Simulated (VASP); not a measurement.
# CdO (Monteponite) (Fm-3m) in VASP: notebook

Runs on CdO (Monteponite). Level: PBE. Tasks: single point.

Everything below comes from runs of VASP 6.6.1. Logs are shortened: lines on timing, memory, paths and dates and some standing lists are left out, and cuts for length are marked.

## 1. The cell of the first run

The structure is cubic, space group Fm-3m (No. 225). The conventional cell has a = 4.814 Å, b = 4.814 Å, c = 4.814 Å, α = 90.00°, β = 90.00°, γ = 90.00°. Within 3.2 Å of Cd (site symmetry m-3m) lie 6 O at 2.41 Å. O (site symmetry m-3m) has 6 Cd at 2.41 Å within 3.2 Å.

## 2. Single point, PBE

Contents of INCAR:

```
PREC = Accurate
ENCUT = 600
EDIFF = 1E-6
ISMEAR = -1
SIGMA = 0.1
LREAL = F
LASPH = T
NELM = 120
ALGO = Normal
ISIF = 2
LWAVE = F
LCHARG = T
GGA = PE
LELF = T
LVHAR = T
NBANDS = 16
GGA_COMPAT = F
```

Contents of KPOINTS:

```
regular mesh
0
Gamma
  7 7 7
```

Contents of POSCAR:

```
CdO
1.0
    0.0000000000      2.4068273472      2.4068273472
    2.4068273472      0.0000000000      2.4068273472
    2.4068273472      2.4068273472      0.0000000000
Cd O
1 1
Direct
    0.0000000000      0.0000000000      0.0000000000
    0.5000000000      0.5000000000      0.5000000000
```

Potentials or basis: VASP PAW PBE potentials, release 64 (Cd, O).

Run with:

```
cat potpaw_PBE.64/Cd/POTCAR potpaw_PBE.64/O/POTCAR > POTCAR
mpirun -np 1 vasp_std > vasp.out
```

OUTCAR:

```text
PREC = Accurate
   ENCUT = 600
   EDIFF = 1E-6
   ISMEAR = -1
   LREAL = F
   LASPH = T
   NELM = 120
   ISIF = 2
   GGA = PE

 ion  position               nearest neighbor table
   1  0.000  0.000  0.000-   2 2.41   2 2.41   2 2.41   2 2.41   2 2.41   2 2.41
   2  0.500  0.500  0.500-   1 2.41   1 2.41   1 2.41   1 2.41   1 2.41   1 2.41

  LATTYP: Found a face centered cubic cell.
 ALAT       =     4.8136546944

  Lattice vectors:

 A1 = (   0.0000000000,   2.4068273472,   2.4068273472)
 A2 = (   2.4068273472,   0.0000000000,   2.4068273472)
 A3 = (   2.4068273472,   2.4068273472,   0.0000000000)

Analysis of symmetry for initial positions (statically):
=====================================================================
 Subroutine PRICEL returns:
 Original cell was already a primitive cell.

 Routine SETGRP: Setting up the symmetry group for a
 face centered cubic supercell.

 Subroutine GETGRP returns: Found 48 space group operations
 (whereof 48 operations were pure point group operations)
 out of a pool of 48 trial point group operations.

The static configuration has the point symmetry O_h .

Analysis of symmetry for dynamics (positions and initial velocities):
=====================================================================
 Subroutine PRICEL returns:
 Original cell was already a primitive cell.

 Routine SETGRP: Setting up the symmetry group for a
 face centered cubic supercell.

 Subroutine GETGRP returns: Found 48 space group operations
 (whereof 48 operations were pure point group operations)
 out of a pool of 48 trial point group operations.

The dynamic configuration has the point symmetry O_h .

 Subroutine INISYM returns: Found 48 space group operations
 (whereof 48 operations are pure point group operations),
 and found     1 'primitive' translations

----------------------------------------------------------------------------------------

                                     Primitive cell

  volume of cell :      27.8846

  direct lattice vectors                    reciprocal lattice vectors
     0.000000000  2.406827347  2.406827347    -0.207742363  0.207742363  0.207742363
     2.406827347  0.000000000  2.406827347     0.207742363 -0.207742363  0.207742363
     2.406827347  2.406827347  0.000000000     0.207742363  0.207742363 -0.207742363

  length of vectors
     3.403767877  3.403767877  3.403767877     0.359820327  0.359820327  0.359820327

  position of ions in fractional coordinates (direct lattice)
     0.000000000  0.000000000  0.000000000
     0.500000000  0.500000000  0.500000000

  ion indices of the primitive-cell ions
   primitive index   ion index
                 1           1
                 2           2

----------------------------------------------------------------------------------------

 KPOINTS: regular mesh

Automatic generation of k-mesh.
 Grid dimensions read from file:
 generate k-points for:    7    7    7

 Generating k-lattice:

  Cartesian coordinates                     Fractional coordinates (reciprocal lattice)
    -0.029677480  0.029677480  0.029677480     0.142857143  0.000000000  0.000000000
     0.029677480 -0.029677480  0.029677480     0.000000000  0.142857143  0.000000000
     0.029677480  0.029677480 -0.029677480     0.000000000  0.000000000  0.142857143

  Length of vectors
     0.051402904  0.051402904  0.051402904

  Shift w.r.t. Gamma in fractional coordinates (k-lattice)
     0.000000000  0.000000000  0.000000000

 Subroutine IBZKPT returns following result:
 ===========================================

 Found     20 irreducible k-points:

 Following reciprocal coordinates:
            Coordinates               Weight
  0.000000  0.000000  0.000000      1.000000
  0.142857  0.000000  0.000000      8.000000
  0.285714  0.000000  0.000000      8.000000
  0.428571  0.000000  0.000000      8.000000
  0.142857  0.142857  0.000000      6.000000
  0.285714  0.142857  0.000000     24.000000
[... 12 lines left out ...]
 -0.428571  0.428571  0.142857     24.000000
 -0.285714  0.428571  0.142857     24.000000
   k-points           NKPTS =     20   k-points in BZ     NKDIM =     20   number of bands    NBANDS=     16
   number of dos      NEDOS =    301   number of ions     NIONS =      2
   total plane-waves  NPLWV =  21952
   dimension x,y,z NGX =    28 NGY =   28 NGZ =   28
   dimension x,y,z NGXF=    56 NGYF=   56 NGZF=   56
   ions per type =               1   1
   NGX,Y,Z   is equivalent  to a cutoff of  13.68, 13.68, 13.68 a.u.
   NGXF,Y,Z  is equivalent  to a cutoff of  27.35, 27.35, 27.35 a.u.
 SYSTEM =  unknown system
   PREC   = accura    normal or accurate (medium, high low for compatibility)
   ISTART =      0    job   : 0-new  1-cont  2-samecut
   ICHARG =      2    charge: 1-file 2-atom 10-const
   ISPIN  =      1    spin polarized calculation?
   LNONCOLLINEAR =      F non collinear calculations
   LSORBIT =      F    spin-orbit coupling
   LASPH  =      T    aspherical Exc in radial PAW
   ENCUT  =  600.0 eV  44.10 Ry    6.64 a.u.   6.80  6.80  6.80*2*pi/ulx,y,z
   NELM   =    120;   NELMIN=  2; NELMDL= -5     # of ELM steps
   EDIFF  = 0.1E-05   stopping-criterion for ELM
   LREAL  =      F    real-space projection
   EDIFFG = 0.1E-04   stopping-criterion for IOM
   NSW    =      0    number of steps for IOM
   IBRION =     -1    ionic relax: 0-MD 1-quasi-New 2-CG
   NFREE  =      0    steps in history (QN), initial steepest desc. (CG)
   ISIF   =      2    stress and relaxation
   ISYM   =      2    0-nonsym 1-usesym 2-fastsym
   POTIM  = 0.5000    time-step for ionic-motion
   TEBEG  =    0.0;   TEEND  =   0.0 temperature during run
   PSTRESS=    0.0 pullay stress
   NELECT =      18.0000    total number of electrons
   NUPDOWN=      -1.0000    fix difference up-down
   EMIN   =  10.00;   EMAX   =-10.00  energy-range for DOS
   EFERMI =   0.00;   METHOD = LEGACY
   ISMEAR =    -1;   SIGMA  =   0.10  broadening in eV -4-tet -1-fermi 0-gaus
   EFERMI_NEDOS =   21; number of points for ismear=-14 and -15
   IALGO  =     38    algorithm
   IMIX   =      4    mixing-type and parameters
     AMIX     =   0.40;   BMIX     =  1.00
     AMIX_MAG =   1.60;   BMIX_MAG =  1.00
  volume/ion in A,a.u.               =      13.94        94.09
  Fermi-wavevector in a.u.,A,eV,Ry     =   1.414851  2.673681 27.236191  2.001804
  Thomas-Fermi vector in A             =   2.536350
   LORBIT       =      0    0 simple, 1 ext, 2 COOP (PROOUT), +10 PAW based schemes
   GGA     = PE    functional components
   LHFCALC =     F    Hartree Fock is set to
   AEXX    =    0.0000 exact exchange contribution
   IVDW    =     0    specifies the selected vdW correction
   LEPSILON=     F    determine dielectric tensor
   LRPA    =     F    only Hartree local field effects (RPA)
 non-spin polarized calculation
  energy-cutoff  :      600.00
  volume of cell :       27.88
 maximum number of plane-waves:       950
   NGX = 13   NGY = 13   NGZ = 13

 number of electron      17.9999996 magnetization

 Free energy of the ion-electron system (eV)
  ---------------------------------------------------
  ext. energy  EPLUGINS =         0.00000000
  ---------------------------------------------------
  free energy    TOTEN  =        -7.73026165 eV

  energy without entropy =       -7.72714793  energy(sigma->0) =       -7.72870479

 E-fermi :   1.7164     XC(G=0): -11.2965

 val. band max:        1.3301520808   @ k =   0.4286   0.0000   0.0000
 cond. band min:       2.4607185903   @ k =   0.1429   0.0000   0.0000
 fundamental gap:      1.1305665094
 Fermi energy:         1.7163626555

 k-point     1 :       0.0000    0.0000    0.0000
  band No.  band energies     occupation
      1     -15.4832      2.00000
      2      -5.2125      2.00000
      3      -5.2125      2.00000
      4      -5.2125      2.00000
      5      -4.9511      2.00000
      6      -4.9511      2.00000
[... 8 lines left out ...]
     15      18.5617      0.00000
     16      18.5617      0.00000

 k-point     2 :       0.1429    0.0000    0.0000
  band No.  band energies     occupation
      1     -15.3678      2.00000
      2      -5.2775      2.00000
      3      -5.2053      2.00000
      4      -5.2053      2.00000
      5      -5.0257      2.00000
      6      -5.0257      2.00000
[... 8 lines left out ...]
     15      19.3678      0.00000
     16      19.3678      0.00000

 k-point     3 :       0.2857    0.0000    0.0000
  band No.  band energies     occupation
      1     -15.0946      2.00000
      2      -5.5344      2.00000
      3      -5.4374      2.00000
      4      -5.4374      2.00000
      5      -4.9092      2.00000
      6      -4.9092      2.00000
[... 8 lines left out ...]
     15      20.5961      0.00000
     16      20.5961      0.00000

 k-point     4 :       0.4286    0.0000    0.0000
  band No.  band energies     occupation
      1     -14.8588      2.00000
      2      -5.8589      2.00000
      3      -5.6416      2.00000
      4      -5.6416      2.00000
      5      -4.7688      2.00000
      6      -4.7688      2.00000
[... 8 lines left out ...]
     15      22.1464      0.00000
     16      22.1464      0.00000
[... 248 lines left out ...]
 k-point    18 :      -0.4286    0.2857    0.1429
  band No.  band energies     occupation
      1     -14.8586      2.00000
      2      -5.5564      2.00000
      3      -5.3984      2.00000
      4      -5.3534      2.00000
      5      -4.7813      2.00000
      6      -4.6911      2.00000
[... 8 lines left out ...]
     15      20.6011      0.00000
     16      24.0800      0.00000

 k-point    19 :      -0.4286    0.4286    0.1429
  band No.  band energies     occupation
      1     -14.8901      2.00000
      2      -5.4845      2.00000
      3      -5.1402      2.00000
      4      -5.0242      2.00000
      5      -4.6774      2.00000
      6      -4.5698      2.00000
[... 8 lines left out ...]
     15      22.6350      0.00000
     16      24.6100      0.00000

 k-point    20 :      -0.2857    0.4286    0.1429
  band No.  band energies     occupation
      1     -14.8499      2.00000
      2      -5.4524      2.00000
      3      -5.2711      2.00000
      4      -5.1930      2.00000
      5      -4.6749      2.00000
      6      -4.5632      2.00000
[... 8 lines left out ...]
     15      20.6336      0.00000
     16      25.4615      0.00000

------------------------ aborting loop because EDIFF is reached ----------------------------------------

  FORCE on cell =-STRESS in cart. coord.  units (eV):
  Direction    XX          YY          ZZ          XY          YZ          ZX
  --------------------------------------------------------------------------------------
  -------------------------------------------------------------------------------------
  Total       -0.4367984     -0.4367984     -0.4367984      0.0000000      0.0000000      0.0000000
  in kB      -25.0972902    -25.0972902    -25.0972902      0.0000000      0.0000000      0.0000000
  external PRESSURE =     -25.0972902 kB  Pullay stress =       0.0000000 kB

 VOLUME and BASIS-vectors are now :
 -----------------------------------------------------------------------------
  energy-cutoff  :      600.00
  volume of cell :       27.88
      direct lattice vectors                 reciprocal lattice vectors
     0.000000000  2.406827347  2.406827347    -0.207742363  0.207742363  0.207742363
     2.406827347  0.000000000  2.406827347     0.207742363 -0.207742363  0.207742363
     2.406827347  2.406827347  0.000000000     0.207742363  0.207742363 -0.207742363

 POSITION                                       TOTAL-FORCE (eV/Angst)
 -----------------------------------------------------------------------------------
      0.00000      0.00000      0.00000        -0.000000     -0.000000     -0.000000
      2.40683      2.40683      2.40683         0.000000      0.000000      0.000000
 -----------------------------------------------------------------------------------
    total drift:                                0.000000      0.000000      0.000000

  FREE ENERGIE OF THE ION-ELECTRON SYSTEM (eV)
  ---------------------------------------------------
  free  energy   TOTEN  =        -7.7302616456 eV

  energy  without entropy=       -7.7271479321  energy(sigma->0) =       -7.72870479
```

It took 7.8 s on 1 thread of Intel Xeon 6975P-C (Granite Rapids), shared host; peak memory 0.15 GiB.

What came out:

```yaml
Free_energy: -7.7303 eV
Pressure: -2.5 GPa
Band_gap_on_the_k_mesh: zero (band 9 reaches 1.33 eV, above the bottom of band 10 at 0.82 eV)
```

## 3. Single point, PBE

This run uses another cell than the first one, of 14.27 Å³/atom, 1.023 times its volume.

Contents of INCAR:

```
ALGO = Normal
EDIFF = 1E-6
ENCUT = 600
GGA = PE
GGA_COMPAT = F
ISIF = 2
ISMEAR = -1
LASPH = T
LCHARG = F
LREAL = F
LWAVE = F
NBANDS = 16
NELM = 120
PREC = Accurate
SIGMA = 0.1
```

Contents of KPOINTS:

```
k-points
0
Gamma
  7 7 7
```

Contents of POSCAR:

```
CdO
1.0
    0.0000000000      2.4253421313      2.4253421313
    2.4253421313      0.0000000000      2.4253421313
    2.4253421313      2.4253421313      0.0000000000
Cd O
1 1
Direct
    0.0000000000      0.0000000000      0.0000000000
    0.5000000000      0.5000000000      0.5000000000
```

Potentials or basis: VASP PAW PBE potentials, release 64 (Cd, O).

Run with:

```
cat potpaw_PBE.64/Cd/POTCAR potpaw_PBE.64/O/POTCAR > POTCAR
mpirun -np 1 vasp_std > vasp.out
```

Wall time 6.7 s (1 thread of Intel Xeon 6975P-C (Granite Rapids), shared host); peak memory 0.15 GiB.

Results (log left out):

- Free energy: -7.7161 eV
- Pressure: -5.0 GPa
- Band gap on the k mesh: zero (band 9 reaches 1.14 eV, above the bottom of band 10 at 0.59 eV)

Levels at points of the mesh, in eV from the Fermi level:
```tsv
k point	band 5	band 6	band 7	band 8	band 9	band 10	band 11	band 12	band 13	band 14
(0.00, 0.00, 0.00)	-6.66	-6.66	-1.34	-1.34	-1.34	-0.94	14.48	16.04	16.04	16.04
```
